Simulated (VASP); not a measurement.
# BaS in VASP: a series of runs

BaS is run at these levels: PBE; tasks: single point.

Program: VASP 6.6.1. These are calculated values, not measurements. Logs are shortened: lines on timing, memory, paths and dates and some standing lists are left out, and cuts for length are marked.

**1. The cell of the first run**

The structure is cubic, space group Fm-3m (No. 225). The conventional cell has a = 6.424 Å, b = 6.424 Å, c = 6.424 Å, α = 90.00°, β = 90.00°, γ = 90.00°. Ba (site symmetry m-3m) has 6 S at 3.21 Å within 4.2 Å. Within 4.2 Å of S (site symmetry m-3m) lie 6 Ba at 3.21 Å.

**2. Single point, PBE**

Input file INCAR:

```
PREC     = Accurate       # precision mode
ENCUT    = 520            # plane-wave cutoff, eV
EDIFF    = 1E-6           # SCF threshold, eV
ISMEAR   = 0              # smearing method
SIGMA    = 0.01           # smearing width, eV
LREAL    = False          # projectors in reciprocal space
LASPH    = True           # aspherical terms in the spheres
NELM     = 100            # most SCF steps
ALGO     = Normal         # electronic algorithm
ISIF     = 2              # what is computed and relaxed
LWAVE    = False          # write WAVECAR
LCHARG   = False          # write CHGCAR
GGA      = PE             # functional
NBANDS   = 15             # bands
```

Input file KPOINTS:

```
regular mesh
0
Gamma
  4 4 4
```

Input file POSCAR:

```
BaS
1.0
    0.0000000000      3.2117958739      3.2117958739
    3.2117958739      0.0000000000      3.2117958739
    3.2117958739      3.2117958739      0.0000000000
Ba S
1 1
Direct
    0.0000000000      0.0000000000      0.0000000000
    0.5000000000      0.5000000000      0.5000000000
```

Potentials or basis: VASP PAW PBE potentials, release 64 (Ba_sv, S).

Launch:

```bash
$ cat potpaw_PBE.64/Ba_sv/POTCAR potpaw_PBE.64/S/POTCAR > POTCAR
$ mpirun -np 1 vasp_std > vasp.out
```

OUTCAR:

```text
PREC = Accurate
   ENCUT = 520
   EDIFF = 1E-6
   ISMEAR = 0
   LREAL = False
   LASPH = True
   NELM = 100
   ISIF = 2
   GGA = PE

 ion  position               nearest neighbor table
   1  0.000  0.000  0.000-   2 3.21   2 3.21   2 3.21   2 3.21   2 3.21   2 3.21
   2  0.500  0.500  0.500-   1 3.21   1 3.21   1 3.21   1 3.21   1 3.21   1 3.21

  LATTYP: Found a face centered cubic cell.
 ALAT       =     6.4235917478

  Lattice vectors:

 A1 = (   0.0000000000,   3.2117958739,   3.2117958739)
 A2 = (   3.2117958739,   0.0000000000,   3.2117958739)
 A3 = (   3.2117958739,   3.2117958739,   0.0000000000)

Analysis of symmetry for initial positions (statically):
=====================================================================
 Subroutine PRICEL returns:
 Original cell was already a primitive cell.

 Routine SETGRP: Setting up the symmetry group for a
 face centered cubic supercell.

 Subroutine GETGRP returns: Found 48 space group operations
 (whereof 48 operations were pure point group operations)
 out of a pool of 48 trial point group operations.

The static configuration has the point symmetry O_h .

Analysis of symmetry for dynamics (positions and initial velocities):
=====================================================================
 Subroutine PRICEL returns:
 Original cell was already a primitive cell.

 Routine SETGRP: Setting up the symmetry group for a
 face centered cubic supercell.

 Subroutine GETGRP returns: Found 48 space group operations
 (whereof 48 operations were pure point group operations)
 out of a pool of 48 trial point group operations.

The dynamic configuration has the point symmetry O_h .

 Subroutine INISYM returns: Found 48 space group operations
 (whereof 48 operations are pure point group operations),
 and found     1 'primitive' translations

----------------------------------------------------------------------------------------

                                     Primitive cell

  volume of cell :      66.2634

  direct lattice vectors                    reciprocal lattice vectors
     0.000000000  3.211795874  3.211795874    -0.155676145  0.155676145  0.155676145
     3.211795874  0.000000000  3.211795874     0.155676145 -0.155676145  0.155676145
     3.211795874  3.211795874  0.000000000     0.155676145  0.155676145 -0.155676145

  length of vectors
     4.542165284  4.542165284  4.542165284     0.269638993  0.269638993  0.269638993

  position of ions in fractional coordinates (direct lattice)
     0.000000000  0.000000000  0.000000000
     0.500000000  0.500000000  0.500000000

  ion indices of the primitive-cell ions
   primitive index   ion index
                 1           1
                 2           2

----------------------------------------------------------------------------------------

 KPOINTS: regular mesh

Automatic generation of k-mesh.
 Grid dimensions read from file:
 generate k-points for:    4    4    4

 Generating k-lattice:

  Cartesian coordinates                     Fractional coordinates (reciprocal lattice)
    -0.038919036  0.038919036  0.038919036     0.250000000  0.000000000  0.000000000
     0.038919036 -0.038919036  0.038919036     0.000000000  0.250000000  0.000000000
     0.038919036  0.038919036 -0.038919036     0.000000000  0.000000000  0.250000000

  Length of vectors
     0.067409748  0.067409748  0.067409748

  Shift w.r.t. Gamma in fractional coordinates (k-lattice)
     0.000000000  0.000000000  0.000000000

 Subroutine IBZKPT returns following result:
 ===========================================

 Found      8 irreducible k-points:

 Following reciprocal coordinates:
            Coordinates               Weight
  0.000000  0.000000  0.000000      1.000000
  0.250000  0.000000  0.000000      8.000000
  0.500000  0.000000  0.000000      4.000000
  0.250000  0.250000  0.000000      6.000000
  0.500000  0.250000  0.000000     24.000000
 -0.250000  0.250000  0.000000     12.000000
  0.500000  0.500000  0.000000      3.000000
 -0.250000  0.500000  0.250000      6.000000
   k-points           NKPTS =      8   k-points in BZ     NKDIM =      8   number of bands    NBANDS=     15
   number of dos      NEDOS =    301   number of ions     NIONS =      2
   total plane-waves  NPLWV =  46656
   dimension x,y,z NGX =    36 NGY =   36 NGZ =   36
   dimension x,y,z NGXF=    72 NGYF=   72 NGZF=   72
   ions per type =               1   1
   NGX,Y,Z   is equivalent  to a cutoff of  13.18, 13.18, 13.18 a.u.
   NGXF,Y,Z  is equivalent  to a cutoff of  26.35, 26.35, 26.35 a.u.
 SYSTEM =  unknown system
   PREC   = accura    normal or accurate (medium, high low for compatibility)
   ISTART =      0    job   : 0-new  1-cont  2-samecut
   ICHARG =      2    charge: 1-file 2-atom 10-const
   ISPIN  =      1    spin polarized calculation?
   LNONCOLLINEAR =      F non collinear calculations
   LSORBIT =      F    spin-orbit coupling
   LASPH  =      T    aspherical Exc in radial PAW
   ENCUT  =  520.0 eV  38.22 Ry    6.18 a.u.   8.45  8.45  8.45*2*pi/ulx,y,z
   NELM   =    100;   NELMIN=  2; NELMDL= -5     # of ELM steps
   EDIFF  = 0.1E-05   stopping-criterion for ELM
   LREAL  =      F    real-space projection
   EDIFFG = 0.1E-04   stopping-criterion for IOM
   NSW    =      0    number of steps for IOM
   IBRION =     -1    ionic relax: 0-MD 1-quasi-New 2-CG
   NFREE  =      0    steps in history (QN), initial steepest desc. (CG)
   ISIF   =      2    stress and relaxation
   ISYM   =      2    0-nonsym 1-usesym 2-fastsym
   POTIM  = 0.5000    time-step for ionic-motion
   TEBEG  =    0.0;   TEEND  =   0.0 temperature during run
   PSTRESS=    0.0 pullay stress
   NELECT =      16.0000    total number of electrons
   NUPDOWN=      -1.0000    fix difference up-down
   EMIN   =  10.00;   EMAX   =-10.00  energy-range for DOS
   EFERMI =   0.00;   METHOD = LEGACY
   ISMEAR =     0;   SIGMA  =   0.01  broadening in eV -4-tet -1-fermi 0-gaus
   EFERMI_NEDOS =   21; number of points for ismear=-14 and -15
   IALGO  =     38    algorithm
   IMIX   =      4    mixing-type and parameters
     AMIX     =   0.40;   BMIX     =  1.00
     AMIX_MAG =   1.60;   BMIX_MAG =  1.00
  volume/ion in A,a.u.               =      33.13       223.58
  Fermi-wavevector in a.u.,A,eV,Ry     =   1.019429  1.926441 14.139651  1.039235
  Thomas-Fermi vector in A             =   2.152942
   LORBIT       =      0    0 simple, 1 ext, 2 COOP (PROOUT), +10 PAW based schemes
   GGA     = PE    functional components
   LHFCALC =     F    Hartree Fock is set to
   AEXX    =    0.0000 exact exchange contribution
   IVDW    =     0    specifies the selected vdW correction
   LEPSILON=     F    determine dielectric tensor
   LRPA    =     F    only Hartree local field effects (RPA)
 non-spin polarized calculation
 Gauss-broadening in eV      SIGMA  =   0.01
  energy-cutoff  :      520.00
  volume of cell :       66.26
 maximum number of plane-waves:      1812
 NGX is ok and might be reduce to    36
   NGX = 17   NGY = 17   NGZ = 17

 number of electron      16.0000002 magnetization

 Free energy of the ion-electron system (eV)
  ---------------------------------------------------
  ext. energy  EPLUGINS =         0.00000000
  ---------------------------------------------------
  free energy    TOTEN  =       -10.18731224 eV

  energy without entropy =      -10.18731224  energy(sigma->0) =      -10.18731224

 E-fermi :   1.4382     XC(G=0):  -8.5541

 val. band max:        1.3729927546   @ k =   0.0000   0.0000   0.0000
 cond. band min:       3.5030410447   @ k =   0.5000   0.5000   0.0000
 fundamental gap:      2.1300482902
 Fermi energy:         1.4381671895

 k-point     1 :       0.0000    0.0000    0.0000
  band No.  band energies     occupation
      1     -24.7635      2.00000
      2      -9.8207      2.00000
      3      -9.8207      2.00000
      4      -9.8207      2.00000
      5      -8.9604      2.00000
      6       1.3730      2.00000
      7       1.3730      2.00000
      8       1.3730      2.00000
      9       4.8875      0.00000
     10       5.2332      0.00000
     11       5.2332      0.00000
     12       5.2332      0.00000
     13       6.1414      0.00000
     14       6.1414      0.00000
     15      10.0753      0.00000

 k-point     2 :       0.2500    0.0000    0.0000
  band No.  band energies     occupation
      1     -24.7430      2.00000
      2     -10.4930      2.00000
      3      -9.8392      2.00000
      4      -9.8392      2.00000
      5      -8.2401      2.00000
      6       0.2442      2.00000
      7       0.7657      2.00000
      8       0.7657      2.00000
      9       5.4551      0.00000
     10       6.1012      0.00000
     11       6.1012      0.00000
     12       6.6580      0.00000
     13       7.6940      0.00000
     14       7.6940      0.00000
     15      11.8703      0.00000

 k-point     3 :       0.5000    0.0000    0.0000
  band No.  band energies     occupation
      1     -24.7224      2.00000
      2     -10.8821      2.00000
      3      -9.8574      2.00000
      4      -9.8574      2.00000
      5      -7.7967      2.00000
      6      -0.5284      2.00000
      7       0.3173      2.00000
      8       0.3173      2.00000
      9       6.8534      0.00000
     10       7.0089      0.00000
     11       7.6094      0.00000
     12       7.6094      0.00000
     13      10.1687      0.00000
     14      10.1690      0.00000
     15      10.2909      0.00000
[... 55 lines left out ...]
 k-point     7 :       0.5000    0.5000    0.0000
  band No.  band energies     occupation
      1     -24.7104      2.00000
      2     -10.2748      2.00000
      3     -10.0001      2.00000
      4     -10.0001      2.00000
      5      -8.8662      2.00000
      6       0.8299      2.00000
      7       1.2274      2.00000
      8       1.2274      2.00000
      9       3.5030      0.00000
     10       7.2574      0.00000
     11       7.2923      0.00000
     12       8.7692      0.00000
     13       8.7692      0.00000
     14       8.9108      0.00000
     15       9.8334      0.00000

 k-point     8 :      -0.2500    0.5000    0.2500
  band No.  band energies     occupation
      1     -24.7100      2.00000
      2     -10.3080      2.00000
      3     -10.1401      2.00000
      4     -10.1401      2.00000
      5      -8.3725      2.00000
      6       0.2798      2.00000
      7       0.8718      2.00000
      8       0.8718      2.00000
      9       5.6397      0.00000
     10       5.6397      0.00000
     11       7.5763      0.00000
     12       8.1766      0.00000
     13       8.7918      0.00000
     14      10.7531      0.00000
     15      11.8797      0.00000

------------------------ aborting loop because EDIFF is reached ----------------------------------------

  FORCE on cell =-STRESS in cart. coord.  units (eV):
  Direction    XX          YY          ZZ          XY          YZ          ZX
  --------------------------------------------------------------------------------------
  -------------------------------------------------------------------------------------
  Total        0.2838399      0.2838399      0.2838399      0.0000000      0.0000000     -0.0000000
  in kB        6.8629407      6.8629407      6.8629407      0.0000000      0.0000000     -0.0000000
  external PRESSURE =       6.8629407 kB  Pullay stress =       0.0000000 kB

 VOLUME and BASIS-vectors are now :
 -----------------------------------------------------------------------------
  energy-cutoff  :      520.00
  volume of cell :       66.26
      direct lattice vectors                 reciprocal lattice vectors
     0.000000000  3.211795874  3.211795874    -0.155676145  0.155676145  0.155676145
     3.211795874  0.000000000  3.211795874     0.155676145 -0.155676145  0.155676145
     3.211795874  3.211795874  0.000000000     0.155676145  0.155676145 -0.155676145

 POSITION                                       TOTAL-FORCE (eV/Angst)
 -----------------------------------------------------------------------------------
      0.00000      0.00000      0.00000         0.000000     -0.000000      0.000000
      3.21180      3.21180      3.21180        -0.000000      0.000000     -0.000000
 -----------------------------------------------------------------------------------
    total drift:                                0.000000      0.000000      0.000000

  FREE ENERGIE OF THE ION-ELECTRON SYSTEM (eV)
  ---------------------------------------------------
  free  energy   TOTEN  =       -10.1873122356 eV

  energy  without entropy=      -10.1873122356  energy(sigma->0) =      -10.18731224
```

Wall time 17 s (1 thread of AMD EPYC 7R13, shared host); peak memory 0.17 GiB.

Results:

```
Free energy            : -10.1873 eV
Pressure               : 0.7 GPa
Band gap on the k mesh : 2.13 eV (least direct gap 2.28 eV)
```

Levels at points of the mesh, in eV from the valence-band top:
| k point | band 6 | band 7 | band 8 | band 9 | band 10 | band 11 |
| --- | --- | --- | --- | --- | --- | --- |
| (0.00, 0.00, 0.00) | 0.00 | 0.00 | 0.00 | 3.51 | 3.86 | 3.86 |
| (0.50, 0.00, 0.00) | -1.90 | -1.06 | -1.06 | 5.48 | 5.64 | 6.24 |
| (0.50, 0.50, 0.00) | -0.54 | -0.15 | -0.15 | 2.13 | 5.88 | 5.92 |

Caveat: the k points lie up to 0.42 Å⁻¹ apart; spin-orbit coupling is left out, which moves the levels of the heavy elements.

**3. Single point, PBE (epitaxial 111 strain -2.0%)**

Input file INCAR:

```
ALGO = Normal ; EDIFF = 1E-6
ENCUT = 520 ; GGA = PE
ISIF = 2 ; ISMEAR = 0
LASPH = T ; LCHARG = T
LELF = T ; LREAL = F
LVHAR = T ; LWAVE = F
NBANDS = 15 ; NELM = 100
PREC = Accurate ; SIGMA = 0.01
```

Input file KPOINTS:

```
k-points
0
Gamma
  4 4 4
```

Input file POSCAR:

```
BaS
1.0
    0.0820874479      3.2296474043      3.2296474043
    3.2296474043      0.0820874479      3.2296474043
    3.2296474043      3.2296474043      0.0820874479
Ba S
1 1
Direct
    0.0000000000      0.0000000000      0.0000000000
    0.5000000000      0.5000000000      0.5000000000
```

Potentials or basis: VASP PAW PBE potentials, release 64 (Ba_sv, S).

Launch:

```bash
$ cat potpaw_PBE.64/Ba_sv/POTCAR potpaw_PBE.64/S/POTCAR > POTCAR
$ mpirun -np 1 vasp_std > vasp.out
```

OUTCAR:

```text
EDIFF = 1E-6
   ENCUT = 520
   GGA = PE
   ISIF = 2
   ISMEAR = 0
   LASPH = T
   LREAL = F
   NELM = 100
   PREC = Accurate

 ion  position               nearest neighbor table
   1  0.000  0.000  0.000-   2 3.19   2 3.19   2 3.19   2 3.19   2 3.19   2 3.19
   2  0.500  0.500  0.500-   1 3.19   1 3.19   1 3.19   1 3.19   1 3.19   1 3.19

  LATTYP: Found a trigonal (rhomboedric) cell.
 ALAT       =     4.5681487565
 COS(alpha) =     0.5252471861

  Lattice vectors:
[... 407 lines left out ...]
     15      10.5271      0.00000

------------------------ aborting loop because EDIFF is reached ----------------------------------------

  FORCE on cell =-STRESS in cart. coord.  units (eV):
  Direction    XX          YY          ZZ          XY          YZ          ZX
  --------------------------------------------------------------------------------------
  -------------------------------------------------------------------------------------
  Total        0.6836551      0.6836551      0.6836551     -0.2055331     -0.2055331     -0.2055331
  in kB       16.9016885     16.9016885     16.9016885     -5.0813001     -5.0813001     -5.0813001
  external PRESSURE =      16.9016885 kB  Pullay stress =       0.0000000 kB

 VOLUME and BASIS-vectors are now :
 -----------------------------------------------------------------------------
  energy-cutoff  :      520.00
  volume of cell :       64.81
      direct lattice vectors                 reciprocal lattice vectors
     0.082087448  3.229647404  3.229647404    -0.160846649  0.156859769  0.156859769
     3.229647404  0.082087448  3.229647404     0.156859769 -0.160846649  0.156859769
     3.229647404  3.229647404  0.082087448     0.156859769  0.156859769 -0.160846649

 POSITION                                       TOTAL-FORCE (eV/Angst)
 -----------------------------------------------------------------------------------
      0.00000      0.00000      0.00000        -0.000000      0.000000      0.000000
      3.27069      3.27069      3.27069         0.000000     -0.000000     -0.000000
 -----------------------------------------------------------------------------------
    total drift:                                0.000000      0.000000      0.000000

  FREE ENERGIE OF THE ION-ELECTRON SYSTEM (eV)
  ---------------------------------------------------
  free  energy   TOTEN  =       -10.1685115545 eV

  energy  without entropy=      -10.1685115545  energy(sigma->0) =      -10.16851155
```

stdout:

```text
POSCAR found type information on POSCAR BaS
 POSCAR found :  2 types and       2 ions
 scaLAPACK will be used
 LDA part: xc-table for (Slater+PW92), standard interpolation
 POSCAR, INCAR and KPOINTS ok, starting setup
 FFT: planning ... GRIDC
 FFT: planning ... GRID_SOFT
 FFT: planning ... GRID
 WAVECAR not read
 entering main loop
```

Run time: 36 s. Hardware: 1 thread of AMD EPYC 7R13, shared host; peak memory 0.17 GiB.

What came out:

| Quantity | Value |
| --- | --- |
| Free energy | -10.1685 eV |
| Pressure | 1.7 GPa |
| Band gap on the k mesh | 2.05 eV (least direct gap 2.19 eV) |

Caveat: the k points lie up to 0.43 Å⁻¹ apart; the cell differs from its parent crystal (epitaxial 111 strain -2.0%); spin-orbit coupling is left out, which moves the levels of the heavy elements.

(Part 1 of 2 ends here.)
